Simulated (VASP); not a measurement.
# TiPt5 (P4/mmm) in VASP: density of states with PBE

Aim: the density of states of TiPt5 with PBE.

Everything below comes from runs of VASP 6.6.1. Logs are shortened: lines on timing, memory, paths and dates and some standing lists are left out, and cuts for length are marked.

### Step 1. The cell of the first run

Symmetry: P4/mmm, No. 123, tetragonal system. The conventional cell has a = 3.912 Å, b = 3.912 Å, c = 6.451 Å, α = 90.00°, β = 90.00°, γ = 90.00°. Ti (site symmetry 4/mmm) has 12 Pt at 2.74 to 2.77 Å within 3.6 Å. Pt (site symmetry 2mm) has 7 Pt at 2.61 to 2.77 Å and 2 Ti at 2.74 Å within 3.4 Å. Pt (site symmetry 4/mmm) has 8 Pt at 2.74 Å and 4 Ti at 2.77 Å within 3.6 Å.

### Step 2. Density of states, PBE

The input, POSCAR:

```
TiPt5
1.0
    3.9120505493      0.0000000000      0.0000000000
    0.0000000000      3.9120505493      0.0000000000
    0.0000000000      0.0000000000      6.4511429621
Ti Pt
1 5
Direct
    0.5000000000      0.5000000000      0.5000000000
    0.0000000000      0.5000000000      0.2021787062
    0.5000000000      0.0000000000      0.2021787062
    0.0000000000      0.5000000000      0.7978212938
    0.5000000000      0.0000000000      0.7978212938
    0.0000000000      0.0000000000      0.5000000000
```

The input, INCAR.step1:

```
SYSTEM = TiPt5
PREC = Accurate
ENCUT = 520
EDIFF = 1E-7
ISMEAR = 0
SIGMA = 0.1
LREAL = .False.
LASPH = .True.
NELM = 100
ALGO = Normal
ISIF = 2
LWAVE = .False.
LCHARG = .True.
LMAXMIX = 4
GGA = PE
NBANDS = 40
```

The input, KPOINTS.step1:

```
regular mesh
0
Gamma
  10 10 6
  0 0 0
```

The input, INCAR.step2:

```
SYSTEM = TiPt5
PREC = Accurate
ENCUT = 520
EDIFF = 1E-7
ISMEAR = -5
SIGMA = 0.1
LREAL = .False.
LASPH = .True.
NELM = 100
ALGO = Normal
ISIF = 2
LWAVE = .False.
LCHARG = .False.
LMAXMIX = 4
GGA = PE
LORBIT = 11
NBANDS = 40
NEDOS = 1001
ICHARG = 11
```

The input, KPOINTS.step2:

```
regular mesh
0
Gamma
  15 15 9
  0 0 0
```

Potentials or basis: VASP PAW PBE potentials, release 64 (Ti_sv, Pt).

Started as:

```sh
cat potpaw_PBE.64/Ti_sv/POTCAR potpaw_PBE.64/Pt/POTCAR > POTCAR
cp INCAR.step1 INCAR
cp KPOINTS.step1 KPOINTS
mpirun -np 1 vasp_std > vasp.out
cp INCAR.step2 INCAR
cp KPOINTS.step2 KPOINTS
mpirun -np 1 vasp_std > vasp.out
```

OUTCAR:

```text
SYSTEM = TiPt5
   PREC = Accurate
   ENCUT = 520
   EDIFF = 1E-7
   ISMEAR = -5
   LREAL = .False.
   LASPH = .True.
   NELM = 100
   ISIF = 2
   GGA = PE
   LORBIT = 11
   ICHARG = 11

 ion  position               nearest neighbor table
   1  0.500  0.500  0.500-   2 2.74   3 2.74   4 2.74   5 2.74   3 2.74   5 2.74   2 2.74   4 2.74
                             6 2.77   6 2.77   6 2.77   6 2.77
   2  0.000  0.500  0.202-   4 2.61   1 2.74   6 2.74   6 2.74   1 2.74   3 2.77   3 2.77   3 2.77
                             3 2.77
   3  0.500  0.000  0.202-   5 2.61   1 2.74   6 2.74   1 2.74   6 2.74   2 2.77   2 2.77   2 2.77
                             2 2.77
   4  0.000  0.500  0.798-   2 2.61   1 2.74   6 2.74   6 2.74   1 2.74   5 2.77   5 2.77   5 2.77
                             5 2.77
   5  0.500  0.000  0.798-   3 2.61   1 2.74   6 2.74   1 2.74   6 2.74   4 2.77   4 2.77   4 2.77
                             4 2.77
   6  0.000  0.000  0.500-   2 2.74   3 2.74   4 2.74   5 2.74   2 2.74   4 2.74   3 2.74   5 2.74
                             1 2.77   1 2.77   1 2.77   1 2.77

  LATTYP: Found a simple tetragonal cell.
 ALAT       =     3.9120505493
 C/A-ratio  =     1.6490438661

  Lattice vectors:

 A1 = (   3.9120505493,   0.0000000000,   0.0000000000)
 A2 = (   0.0000000000,   3.9120505493,   0.0000000000)
 A3 = (   0.0000000000,   0.0000000000,   6.4511429621)

Analysis of symmetry for initial positions (statically):
=====================================================================
 Subroutine PRICEL returns:
 Original cell was already a primitive cell.

 Routine SETGRP: Setting up the symmetry group for a
 simple tetragonal supercell.

 Subroutine GETGRP returns: Found 16 space group operations
 (whereof 16 operations were pure point group operations)
 out of a pool of 16 trial point group operations.

The static configuration has the point symmetry D_4h.

Analysis of symmetry for dynamics (positions and initial velocities):
=====================================================================
 Subroutine PRICEL returns:
 Original cell was already a primitive cell.

 Routine SETGRP: Setting up the symmetry group for a
 simple tetragonal supercell.

 Subroutine GETGRP returns: Found 16 space group operations
 (whereof 16 operations were pure point group operations)
 out of a pool of 16 trial point group operations.

The dynamic configuration has the point symmetry D_4h.

 Subroutine INISYM returns: Found 16 space group operations
 (whereof 16 operations are pure point group operations),
 and found     1 'primitive' translations

----------------------------------------------------------------------------------------

                                     Primitive cell

  volume of cell :      98.7292

  direct lattice vectors                    reciprocal lattice vectors
     3.912050549  0.000000000  0.000000000     0.255620419  0.000000000  0.000000000
     0.000000000  3.912050549  0.000000000     0.000000000  0.255620419  0.000000000
     0.000000000  0.000000000  6.451142962     0.000000000  0.000000000  0.155011291

  length of vectors
     3.912050549  3.912050549  6.451142962     0.255620419  0.255620419  0.155011291

  position of ions in fractional coordinates (direct lattice)
     0.500000000  0.500000000  0.500000000
     0.000000000  0.500000000  0.202178706
     0.500000000  0.000000000  0.202178706
     0.000000000  0.500000000  0.797821294
     0.500000000  0.000000000  0.797821294
     0.000000000  0.000000000  0.500000000

  ion indices of the primitive-cell ions
   primitive index   ion index
                 1           1
                 2           2
                 3           3
                 4           4
                 5           5
                 6           6

----------------------------------------------------------------------------------------

 KPOINTS: regular mesh

Automatic generation of k-mesh.
 Grid dimensions read from file:
 generate k-points for:   15   15    9

 Generating k-lattice:

  Cartesian coordinates                     Fractional coordinates (reciprocal lattice)
     0.017041361  0.000000000  0.000000000     0.066666667  0.000000000  0.000000000
     0.000000000  0.017041361  0.000000000     0.000000000  0.066666667  0.000000000
     0.000000000  0.000000000  0.017223477     0.000000000  0.000000000  0.111111111

  Length of vectors
     0.017041361  0.017041361  0.017223477

  Shift w.r.t. Gamma in fractional coordinates (k-lattice)
     0.000000000  0.000000000  0.000000000

 TETIRR: Found   3013 inequivalent tetrahedra from    12150

 Subroutine IBZKPT returns following result:
 ===========================================

 Found    180 irreducible k-points:

 Following reciprocal coordinates:
            Coordinates               Weight
  0.000000  0.000000  0.000000      1.000000
  0.066667  0.000000  0.000000      4.000000
  0.133333  0.000000  0.000000      4.000000
  0.200000  0.000000  0.000000      4.000000
  0.266667  0.000000  0.000000      4.000000
  0.333333  0.000000  0.000000      4.000000
[... 16 lines left out ...]
  0.266667  0.200000  0.000000      8.000000
  0.333333  0.200000  0.000000      8.000000
 [... further k-points ...]
   k-points           NKPTS =    180   k-points in BZ     NKDIM =    180   number of bands    NBANDS=     40
   number of dos      NEDOS =   1001   number of ions     NIONS =      6
   total plane-waves  NPLWV =  43200
   dimension x,y,z NGX =    30 NGY =   30 NGZ =   48
   dimension x,y,z NGXF=    60 NGYF=   60 NGZF=   96
   ions per type =               1   5
   NGX,Y,Z   is equivalent  to a cutoff of  12.75, 12.75, 12.37 a.u.
   NGXF,Y,Z  is equivalent  to a cutoff of  25.50, 25.50, 24.74 a.u.
 SYSTEM =  TiPt5
   PREC   = accura    normal or accurate (medium, high low for compatibility)
   ISTART =      0    job   : 0-new  1-cont  2-samecut
   ICHARG =     11    charge: 1-file 2-atom 10-const
   ISPIN  =      1    spin polarized calculation?
   LNONCOLLINEAR =      F non collinear calculations
   LSORBIT =      F    spin-orbit coupling
   LASPH  =      T    aspherical Exc in radial PAW
   ENCUT  =  520.0 eV  38.22 Ry    6.18 a.u.   7.27  7.27 11.99*2*pi/ulx,y,z
   NELM   =    100;   NELMIN=  2; NELMDL=  0     # of ELM steps
   EDIFF  = 0.1E-06   stopping-criterion for ELM
   LREAL  =      F    real-space projection
   EDIFFG = 0.1E-05   stopping-criterion for IOM
   NSW    =      0    number of steps for IOM
   IBRION =     -1    ionic relax: 0-MD 1-quasi-New 2-CG
   NFREE  =      0    steps in history (QN), initial steepest desc. (CG)
   ISIF   =      2    stress and relaxation
   ISYM   =      2    0-nonsym 1-usesym 2-fastsym
   POTIM  = 0.5000    time-step for ionic-motion
   TEBEG  =    0.0;   TEEND  =   0.0 temperature during run
   PSTRESS=    0.0 pullay stress
   NELECT =      62.0000    total number of electrons
   NUPDOWN=      -1.0000    fix difference up-down
   EMIN   =  10.00;   EMAX   =-10.00  energy-range for DOS
   EFERMI =   0.00;   METHOD = LEGACY
   ISMEAR =    -5;   SIGMA  =   0.10  broadening in eV -4-tet -1-fermi 0-gaus
   EFERMI_NEDOS =   21; number of points for ismear=-14 and -15
   IALGO  =     38    algorithm
   IMIX   =      4    mixing-type and parameters
     AMIX     =   0.40;   BMIX     =  1.00
     AMIX_MAG =   1.60;   BMIX_MAG =  1.00
  volume/ion in A,a.u.               =      16.45       111.04
  Fermi-wavevector in a.u.,A,eV,Ry     =   1.401921  2.649246 26.740651  1.965382
  Thomas-Fermi vector in A             =   2.524734
   LORBIT       =     11    0 simple, 1 ext, 2 COOP (PROOUT), +10 PAW based schemes
   GGA     = PE    functional components
   LHFCALC =     F    Hartree Fock is set to
   AEXX    =    0.0000 exact exchange contribution
   IVDW    =     0    specifies the selected vdW correction
   LEPSILON=     F    determine dielectric tensor
   LRPA    =     F    only Hartree local field effects (RPA)
 non-spin polarized calculation
 Fermi weights with tetrahedron method with Bloechl corrections
  energy-cutoff  :      520.00
  volume of cell :       98.73
 maximum number of plane-waves:      2688
 NGX is ok and might be reduce to    30

 number of electron      62.0000007 magnetization

 Free energy of the ion-electron system (eV)
  ---------------------------------------------------
  ext. energy  EPLUGINS =         0.00000000
  ---------------------------------------------------
  free energy    TOTEN  =       -40.76121951 eV

  energy without entropy =      -40.76121951  energy(sigma->0) =      -40.76121951

 E-fermi :   9.6144     XC(G=0): -12.6797

 val. band max:        9.6522406325   @ k =   0.0000   0.0000   0.0000
 cond. band min:       9.5678807891   @ k =   0.4000   0.0667   0.2222
 fundamental gap:     -0.0843598434
 Fermi energy:         9.6143806642

 k-point     1 :       0.0000    0.0000    0.0000
  band No.  band energies     occupation
      1     -47.8327      2.00000
      2     -24.0866      2.00000
      3     -24.0866      2.00000
      4     -24.0278      2.00000
      5       0.5743      2.00000
      6       3.1928      2.00000
[... 32 lines left out ...]
     39      12.3637      0.00000
     40      16.9578      0.00000

 k-point     2 :       0.0667    0.0000    0.0000
  band No.  band energies     occupation
      1     -47.8327      2.00000
      2     -24.0875      2.00000
      3     -24.0867      2.00000
      4     -24.0277      2.00000
      5       0.6297      2.00000
      6       3.2315      2.00000
[... 32 lines left out ...]
     39      12.8660      0.00000
     40      16.9598      0.00000

 k-point     3 :       0.1333    0.0000    0.0000
  band No.  band energies     occupation
      1     -47.8325      2.00000
      2     -24.0902      2.00000
      3     -24.0873      2.00000
      4     -24.0275      2.00000
      5       0.7937      2.00000
      6       3.3296      2.00000
[... 32 lines left out ...]
     39      13.6276      0.00000
     40      16.2246      0.00000

 k-point     4 :       0.2000    0.0000    0.0000
  band No.  band energies     occupation
      1     -47.8323      2.00000
      2     -24.0942      2.00000
      3     -24.0880      2.00000
      4     -24.0272      2.00000
      5       1.0591      2.00000
      6       3.4254      2.00000
[... 32 lines left out ...]
     39      14.4747      0.00000
     40      15.3442      0.00000
[... 772 lines left out ...]
     39      12.9111      0.00000
     40      15.5724      0.00000

 k-point    23 :       0.2667    0.2000    0.0000
  band No.  band energies     occupation
      1     -47.8318      2.00000
      2     -24.0993      2.00000
      3     -24.0928      2.00000
      4     -24.0263      2.00000
      5       1.7950      2.00000
      6       3.7373      2.00000
[... 32 lines left out ...]
     39      13.3726      0.00000
     40      14.9433      0.00000

 k-point    24 :       0.3333    0.2000    0.0000
  band No.  band energies     occupation
      1     -47.8316      2.00000
      2     -24.1021      2.00000
      3     -24.0935      2.00000
      4     -24.0259      2.00000
      5       2.1539      2.00000
      6       3.8134      2.00000
[... 32 lines left out ...]
     39      13.9304      0.00000
     40      14.2424      0.00000

 [... further k-points ...]
[... 5 lines left out ...]
  --------------------------------------------------------------------------------------
  -------------------------------------------------------------------------------------
  Total       -0.3554347     -0.3554347     -0.4640828      0.0000000     -0.0000000      0.0000000
  in kB       -5.7679941     -5.7679941     -7.5311350      0.0000000     -0.0000000      0.0000000
  external PRESSURE =      -6.3557077 kB  Pullay stress =       0.0000000 kB

 VOLUME and BASIS-vectors are now :
 -----------------------------------------------------------------------------
  energy-cutoff  :      520.00
  volume of cell :       98.73
      direct lattice vectors                 reciprocal lattice vectors
     3.912050549  0.000000000  0.000000000     0.255620419  0.000000000  0.000000000
     0.000000000  3.912050549  0.000000000     0.000000000  0.255620419  0.000000000
     0.000000000  0.000000000  6.451142962     0.000000000  0.000000000  0.155011291

 POSITION                                       TOTAL-FORCE (eV/Angst)
 -----------------------------------------------------------------------------------
      1.95603      1.95603      3.22557        -0.000000      0.000000      0.000000
      0.00000      1.95603      1.30428        -0.000000      0.000000      0.003629
      1.95603      0.00000      1.30428        -0.000000     -0.000000      0.003629
      0.00000      1.95603      5.14686         0.000000     -0.000000     -0.003629
      1.95603      0.00000      5.14686         0.000000     -0.000000     -0.003629
      0.00000      0.00000      3.22557        -0.000000      0.000000      0.000000
 -----------------------------------------------------------------------------------
    total drift:                                0.000000      0.000000      0.000000

  FREE ENERGIE OF THE ION-ELECTRON SYSTEM (eV)
  ---------------------------------------------------
  free  energy   TOTEN  =       -40.7612195090 eV

  energy  without entropy=      -40.7612195090  energy(sigma->0) =      -40.76121951

 total charge

# of ion       s       p       d       tot
------------------------------------------
    1        2.207   6.162   1.831  10.199
    2        0.693   0.543   8.023   9.258
    3        0.693   0.543   8.023   9.258
    4        0.693   0.543   8.023   9.258
    5        0.693   0.543   8.023   9.258
    6        0.711   0.661   8.027   9.399
--------------------------------------------------
tot          5.689   8.994  41.948  56.630
```

It took 6 min on 1 thread of AMD EPYC 9R45 (Zen 5), shared host; peak memory 0.59 GiB.

What came out:

| Quantity | Value |
| --- | --- |
| Valence electrons inside the program's atomic spheres | Ti 10.20; Pt 9.26, 9.40 |

Levels at points of the mesh, in eV from the Fermi level:
```csv
k point,band 28,band 29,band 30,band 31,band 32,band 33,band 34,band 35
"(0.00, 0.00, 0.00)",-0.31,0.04,0.04,0.77,0.86,1.55,1.77,2.00
```

Caveat: spin-orbit coupling is left out, which moves the levels of the heavy elements; tetrahedron occupations give inexact forces and stress in metals.
